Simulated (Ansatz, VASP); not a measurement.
GaAs in VASP and in Ansatz

```
Ga As
1.0
     0.00000    2.82685    2.82685
     2.82685    0.00000    2.82685
     2.82685    2.82685    0.00000
Ga As
1 1
Direct
  0.00000 0.00000 0.00000
  0.75000 0.75000 0.75000
```

Alike in both runs: task single point; functional PBE; k mesh 6 × 6 × 6; occupations fermi-dirac, width 0.001 eV; no spin polarisation.

|  | VASP | Ansatz |
| --- | --- | --- |
| version | VASP 6.6.1 | Ansatz 0.2.0 |
| potentials or method | VASP PAW PBE potentials, release 64 (Ga_d, As), cutoff 500 eV | PAW, plane waves, scalar-relativistic |
| valence electrons in the cell | 18 | 28 |

Ansatz gave:

```
pressure (GPa) : 3.3
```

Task: Which values does VASP return?

Result: Pressure (GPa): 3.4.

VASP's potentials hold 18 valence electrons a cell and Ansatz's 28, so a difference there can come from the potentials and not from the codes.
